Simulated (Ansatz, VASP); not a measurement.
# One calculation of PtSe2, two programs

The input INCAR:

```
SYSTEM = PtSe2
PREC     = Accurate       ! precision mode
ENCUT    = 520            ! plane-wave cutoff, eV
EDIFF    = 1E-7           ! SCF threshold, eV
ISMEAR   = -1             ! smearing method
SIGMA    = 0.05           ! smearing width, eV
LREAL    = .FALSE.        ! projectors in reciprocal space
LASPH    = .TRUE.         ! aspherical terms in the spheres
NELM     = 60             ! most SCF steps
ALGO     = Normal         ! electronic algorithm
ISIF     = 2              ! what is computed and relaxed
LWAVE    = .FALSE.        ! write WAVECAR
LCHARG   = .TRUE.         ! write CHGCAR
GGA      = PE             ! functional
LELF     = .TRUE.         ! ELF
LVHAR    = .TRUE.       
NBANDS   = 18             ! bands
```

File KPOINTS:

```
Automatic mesh
0
G
  7 7 5
  0 0 0
```

Contents of POSCAR:

```
PtSe2
1.0
    3.6495200000      0.0000000000      0.0000000000
   -1.8247600000      3.1605770316      0.0000000000
    0.0000000000      0.0000000000      5.0620000000
Pt Se
1 2
Direct
    0.0000000000      0.0000000000      0.0000000000
    0.6666666667      0.3333333333      0.7500000000
    0.3333333333      0.6666666667      0.2500000000
```

Contents of input.yaml:

```yaml
crystal:
  lattice:
    - [3.64952, 0.0, 0.0]
    - [-1.82476, 3.1605770316, 0.0]
    - [0.0, 0.0, 5.062]
  atoms:
    - { symbol: Pt, position: [0.0, 0.0, 0.0] }
    - { symbol: Se, position: [0.6666666667, 0.3333333333, 0.75] }
    - { symbol: Se, position: [0.3333333333, 0.6666666667, 0.25] }
hamiltonian:
  xc: pbe
  pseudopotentials: { kind: paw }
kpoints:
  mp_grid: { grid: [7, 7, 5] }
scf:
  occupations: { method: fermi_dirac, width: 0.05 }
output:
  forces: true
  stress: true
  eigenvalues: true
```

Alike in both runs: task single point; functional PBE; k mesh 7 × 7 × 5; occupations fermi-dirac, width 0.05 eV; no spin polarisation.

```csv
,VASP,Ansatz
version,VASP 6.6.1,Ansatz 0.2.0
potentials or method,"VASP PAW PBE potentials, release 64 (Pt, Se)",Ansatz PAW
plane-wave cutoff (eV),520,420
valence electrons in the cell,22,50
```

```csv
,VASP,Ansatz,Ansatz less VASP
gap on the k mesh at the Fermi level (eV),none,none,-
pressure (GPa),14.6,14.5,-0.03
"traceless stress, the component that is largest in VASP (GPa)",-3.56,-3.55,+0.019
rms of the force components (eV/Å),0.542,0.537,-0.0052
```

Atom by atom the forces differ by 0.005 eV/Å (rms over components). A gap of «none» marks a metal or a gap that the smearing closes. VASP's potentials hold 22 valence electrons a cell and Ansatz's 50, so a difference there can come from the potentials and not from the codes.

Neither program's run includes spin-orbit coupling.
